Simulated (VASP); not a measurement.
# InSe (C2/m) in VASP: a series of runs, part 2 of 2

VASP 6.6.1. Earlier steps stand in the parts before.

### 4 Single point, LDA

This run uses another cell than the first one, of 29.13 Å³/atom.

The input, INCAR:

```
PREC     = Accurate       # precision mode
ENCUT    = 520            # plane-wave cutoff, eV
EDIFF    = 1E-6           # SCF threshold, eV
ISMEAR   = -1             # smearing method
SIGMA    = 0.05           # smearing width, eV
LREAL    = False          # projectors in reciprocal space
LASPH    = True           # aspherical terms in the spheres
NELM     = 60             # most SCF steps
ALGO     = Normal         # electronic algorithm
ISIF     = 2              # what is computed and relaxed
LWAVE    = False          # write WAVECAR
LCHARG   = False          # write CHGCAR
NBANDS   = 27             # bands
```

The input, KPOINTS:

```
Automatic mesh
0
Gamma
  7 7 6
```

The input, POSCAR:

```
InSe
1.0
    5.8649793859     -2.0682562983      0.0000000000
    5.8649793859      2.0682562983      0.0000000000
   -1.7346454858      0.0000000000      4.8029471088
In Se
2 2
Direct
    0.8882032500      0.8882032500      0.0468413600
    0.1117967500      0.1117967500      0.9531586400
    0.6609275900      0.6609275900      0.6689556200
    0.3390724100      0.3390724100      0.3310443800
```

Potentials or basis: VASP PAW LDA potentials, release 64 (In_d, Se).

On the command line:

```console
cat potpaw_LDA.64/In_d/POTCAR potpaw_LDA.64/Se/POTCAR > POTCAR
mpirun -np 1 vasp_std > vasp.out
```

OUTCAR:

```text
PREC = Accurate
   ENCUT = 520
   EDIFF = 1E-6
   ISMEAR = -1
   LREAL = False
   LASPH = True
   NELM = 60
   ISIF = 2

 ion  position               nearest neighbor table
   1  0.888  0.888  0.047-   4 2.70   4 2.70   3 2.71   2 2.82   2 3.74   2 3.74
   2  0.112  0.112  0.953-   3 2.70   3 2.70   4 2.71   1 2.82   1 3.74   1 3.74
   3  0.661  0.661  0.669-   2 2.70   2 2.70   1 2.71
   4  0.339  0.339  0.331-   1 2.70   1 2.70   2 2.71

  LATTYP: Found a base centered monoclinic cell.
 ALAT       =    11.7299587718
 B/A-ratio  =     0.3526451096
 C/A-ratio  =     0.4353462338
 COS(beta)  =    -0.3396874117

  Lattice vectors:

 A1 = (   5.8649793859,  -2.0682562983,   0.0000000000)
 A2 = (   5.8649793859,   2.0682562983,   0.0000000000)
 A3 = (  -1.7346454858,   0.0000000000,   4.8029471088)

Analysis of symmetry for initial positions (statically):
=====================================================================
 Subroutine PRICEL returns:
 Original cell was already a primitive cell.

 Routine SETGRP: Setting up the symmetry group for a
 base centered monoclinic supercell.

 Subroutine GETGRP returns: Found  4 space group operations
 (whereof  4 operations were pure point group operations)
 out of a pool of  4 trial point group operations.

The static configuration has the point symmetry C_2h.

Analysis of symmetry for dynamics (positions and initial velocities):
=====================================================================
 Subroutine PRICEL returns:
 Original cell was already a primitive cell.

 Routine SETGRP: Setting up the symmetry group for a
 base centered monoclinic supercell.

 Subroutine GETGRP returns: Found  4 space group operations
 (whereof  4 operations were pure point group operations)
 out of a pool of  4 trial point group operations.

The dynamic configuration has the point symmetry C_2h.

 Subroutine INISYM returns: Found  4 space group operations
 (whereof  4 operations are pure point group operations),
 and found     1 'primitive' translations

----------------------------------------------------------------------------------------

                                     Primitive cell

  volume of cell :     116.5222

  direct lattice vectors                    reciprocal lattice vectors
     5.864979386 -2.068256298  0.000000000     0.085251792 -0.241749536  0.030789770
     5.864979386  2.068256298  0.000000000     0.085251792  0.241749536  0.030789770
    -1.734645486  0.000000000  4.802947109     0.000000000  0.000000000  0.208205499

  length of vectors
     6.218976388  6.218976388  5.106593374     0.258183493  0.258183493  0.208205499

  position of ions in fractional coordinates (direct lattice)
     0.888203250  0.888203250  0.046841360
     0.111796750  0.111796750  0.953158640
     0.660927590  0.660927590  0.668955620
     0.339072410  0.339072410  0.331044380

  ion indices of the primitive-cell ions
   primitive index   ion index
                 1           1
                 2           2
                 3           3
                 4           4

----------------------------------------------------------------------------------------

 KPOINTS: Automatic mesh

Automatic generation of k-mesh.
 Grid dimensions read from file:
 generate k-points for:    7    7    6

 Generating k-lattice:

  Cartesian coordinates                     Fractional coordinates (reciprocal lattice)
     0.012178827 -0.034535648  0.004398539     0.142857143  0.000000000  0.000000000
     0.012178827  0.034535648  0.004398539     0.000000000  0.142857143  0.000000000
     0.000000000  0.000000000  0.034700917     0.000000000  0.000000000  0.166666667

  Length of vectors
     0.036883356  0.036883356  0.034700917

  Shift w.r.t. Gamma in fractional coordinates (k-lattice)
     0.000000000  0.000000000  0.000000000

 Subroutine IBZKPT returns following result:
 ===========================================

 Found     88 irreducible k-points:

 Following reciprocal coordinates:
            Coordinates               Weight
  0.000000  0.000000  0.000000      1.000000
  0.142857  0.000000  0.000000      4.000000
  0.285714  0.000000  0.000000      4.000000
  0.428571 -0.000000  0.000000      4.000000
  0.142857  0.142857  0.000000      2.000000
  0.285714  0.142857  0.000000      4.000000
[... 16 lines left out ...]
 -0.142857 -0.000000  0.166667      4.000000
  0.142857  0.142857  0.166667      2.000000
 [... further k-points ...]
   k-points           NKPTS =     88   k-points in BZ     NKDIM =     88   number of bands    NBANDS=     27
   number of dos      NEDOS =    301   number of ions     NIONS =      4
   total plane-waves  NPLWV =  92160
   dimension x,y,z NGX =    48 NGY =   48 NGZ =   40
   dimension x,y,z NGXF=    96 NGYF=   96 NGZF=   80
   ions per type =               2   2
   NGX,Y,Z   is equivalent  to a cutoff of  12.83, 12.83, 13.02 a.u.
   NGXF,Y,Z  is equivalent  to a cutoff of  25.66, 25.66, 26.04 a.u.
 SYSTEM =  unknown system
   PREC   = accura    normal or accurate (medium, high low for compatibility)
   ISTART =      0    job   : 0-new  1-cont  2-samecut
   ICHARG =      2    charge: 1-file 2-atom 10-const
   ISPIN  =      1    spin polarized calculation?
   LNONCOLLINEAR =      F non collinear calculations
   LSORBIT =      F    spin-orbit coupling
   LASPH  =      T    aspherical Exc in radial PAW
   ENCUT  =  520.0 eV  38.22 Ry    6.18 a.u.  11.56 11.56  9.49*2*pi/ulx,y,z
   NELM   =     60;   NELMIN=  2; NELMDL= -5     # of ELM steps
   EDIFF  = 0.1E-05   stopping-criterion for ELM
   LREAL  =      F    real-space projection
   EDIFFG = 0.1E-04   stopping-criterion for IOM
   NSW    =      0    number of steps for IOM
   IBRION =     -1    ionic relax: 0-MD 1-quasi-New 2-CG
   NFREE  =      0    steps in history (QN), initial steepest desc. (CG)
   ISIF   =      2    stress and relaxation
   ISYM   =      2    0-nonsym 1-usesym 2-fastsym
   POTIM  = 0.5000    time-step for ionic-motion
   TEBEG  =    0.0;   TEEND  =   0.0 temperature during run
   PSTRESS=    0.0 pullay stress
   NELECT =      38.0000    total number of electrons
   NUPDOWN=      -1.0000    fix difference up-down
   EMIN   =  10.00;   EMAX   =-10.00  energy-range for DOS
   EFERMI =   0.00;   METHOD = LEGACY
   ISMEAR =    -1;   SIGMA  =   0.05  broadening in eV -4-tet -1-fermi 0-gaus
   EFERMI_NEDOS =   21; number of points for ismear=-14 and -15
   IALGO  =     38    algorithm
   IMIX   =      4    mixing-type and parameters
     AMIX     =   0.40;   BMIX     =  1.00
     AMIX_MAG =   1.60;   BMIX_MAG =  1.00
  volume/ion in A,a.u.               =      29.13       196.58
  Fermi-wavevector in a.u.,A,eV,Ry     =   1.126851  2.129440 17.276584  1.269793
  Thomas-Fermi vector in A             =   2.263535
   LORBIT       =      0    0 simple, 1 ext, 2 COOP (PROOUT), +10 PAW based schemes
   GGA     = CA    functional components
   LHFCALC =     F    Hartree Fock is set to
   AEXX    =    0.0000 exact exchange contribution
   IVDW    =     0    specifies the selected vdW correction
   LEPSILON=     F    determine dielectric tensor
   LRPA    =     F    only Hartree local field effects (RPA)
 non-spin polarized calculation
  energy-cutoff  :      520.00
  volume of cell :      116.52
 maximum number of plane-waves:      3159
 NGX is ok and might be reduce to    48
   NGX = 23   NGY = 23   NGZ = 19

 number of electron      38.0000005 magnetization

 Free energy of the ion-electron system (eV)
  ---------------------------------------------------
  ext. energy  EPLUGINS =         0.00000000
  ---------------------------------------------------
  free energy    TOTEN  =       -16.48756805 eV

  energy without entropy =      -16.48756686  energy(sigma->0) =      -16.48756746

 E-fermi :   4.0680     XC(G=0):  -9.3303

 val. band max:        3.5645545383   @ k =  -0.4286  -0.4286   0.1667
 cond. band min:       4.5380611443   @ k =   0.0000   0.0000   0.5000
 fundamental gap:      0.9735066060
 Fermi energy:         4.0680184627

 k-point     1 :       0.0000    0.0000    0.0000
  band No.  band energies     occupation
      1     -10.8320      2.00000
      2     -10.7321      2.00000
      3     -10.5502      2.00000
      4     -10.5188      2.00000
      5     -10.4832      2.00000
      6     -10.4810      2.00000
[... 709 lines left out ...]
     26      10.0808      0.00000
     27      11.3333      0.00000

 [... further k-points ...]

------------------------ aborting loop because EDIFF is reached ----------------------------------------

  FORCE on cell =-STRESS in cart. coord.  units (eV):
  Direction    XX          YY          ZZ          XY          YZ          ZX
  --------------------------------------------------------------------------------------
  -------------------------------------------------------------------------------------
  Total       -3.0422544     -2.4951690     -2.1446886      0.0000000      0.0000000      0.0053263
  in kB      -41.8309250    -34.3085141    -29.4894164      0.0000000      0.0000000      0.0732370
  external PRESSURE =     -35.2096185 kB  Pullay stress =       0.0000000 kB

 VOLUME and BASIS-vectors are now :
 -----------------------------------------------------------------------------
  energy-cutoff  :      520.00
  volume of cell :      116.52
      direct lattice vectors                 reciprocal lattice vectors
     5.864979386 -2.068256298  0.000000000     0.085251792 -0.241749536  0.030789770
     5.864979386  2.068256298  0.000000000     0.085251792  0.241749536  0.030789770
    -1.734645486  0.000000000  4.802947109     0.000000000  0.000000000  0.208205499

 POSITION                                       TOTAL-FORCE (eV/Angst)
 -----------------------------------------------------------------------------------
     10.33733      0.00000      0.22498        -0.143365      0.000000      0.025740
     -0.34202      0.00000      4.57797         0.143365      0.000000     -0.025740
      6.59225      0.00000      3.21296        -0.006063      0.000000      0.209728
      3.40306      0.00000      1.58999         0.006063      0.000000     -0.209728
 -----------------------------------------------------------------------------------
    total drift:                               -0.000000     -0.000000      0.000000

  FREE ENERGIE OF THE ION-ELECTRON SYSTEM (eV)
  ---------------------------------------------------
  free  energy   TOTEN  =       -16.4875680544 eV

  energy  without entropy=      -16.4875668643  energy(sigma->0) =      -16.48756746
```

Run time: 7.2 min. Hardware: 1 thread of Intel Xeon 8259CL, shared host; peak memory 0.4 GiB.

What came out:

```
Free energy            : -16.4876 eV
Pressure               : -3.5 GPa
Largest force          : 0.210 eV/Å
Band gap on the k mesh : 0.97 eV (least direct gap 1.02 eV)
```

Forces on the atoms (eV/Å):
```
In  -0.143  0.000  0.026
In   0.143  0.000 -0.026
Se  -0.006  0.000  0.210
Se   0.006  0.000 -0.210
```

Levels at points of the mesh, in eV from the valence-band top:
| k point | band 17 | band 18 | band 19 | band 20 | band 21 | band 22 |
| --- | --- | --- | --- | --- | --- | --- |
| (0.00, 0.00, 0.00) | -1.91 | -1.29 | -1.09 | 2.55 | 2.93 | 3.51 |
| (0.00, 0.00, 0.50) | -1.39 | -1.02 | -0.36 | 0.97 | 1.99 | 3.42 |

Caveat: the cell stands under tension; spin-orbit coupling is left out, which moves the levels of the heavy elements; an odd mesh through Γ misses points on the zone boundary, where band edges can lie.

### 5 Overview

| level | potentials or basis | cell | k mesh | cutoff (eV) | smearing | gap on the mesh (eV) | pressure (GPa) | largest force (eV/Å) |
| --- | --- | --- | --- | --- | --- | --- | --- | --- |
| PBEsol | VASP PAW PBE potentials, release 64 (In_d, Se) | a = 6.178, b = 6.178, c = 5.073 Å, angles 108.7, 108.7, 38.8°, 4 atoms | 4 × 4 × 4 | 500 | gaussian 0.01 eV | 1.11 | -1.1 | 0.09 |
| PBEsol | VASP PAW PBE potentials, release 64 (In_d, Se) | a = 6.178, b = 6.178, c = 5.073 Å, angles 108.7, 108.7, 38.8°, 4 atoms | 6 × 6 × 6 | 500 | fermi-dirac 0.02 eV | 1.08 | -1.1 | 0.08 |
| LDA | VASP PAW LDA potentials, release 64 (In_d, Se) | a = 6.219, b = 6.219, c = 5.107 Å, angles 108.7, 108.7, 38.8°, 4 atoms | 7 × 7 × 6 | 520 | fermi-dirac 0.05 eV | 0.97 | -3.5 | 0.21 |

Alike in all rows: task single point; no spin polarisation.

Caveats: spin-orbit coupling is left out, which moves the levels of the heavy elements; the PAW data sets were made with another functional, which shifts forces and pressure a little (at least some runs); the cell stands under tension (at least some runs); an odd mesh through Γ misses points on the zone boundary, where band edges can lie (at least some runs).

Absolute energies hang on the potentials; compare differences alone.
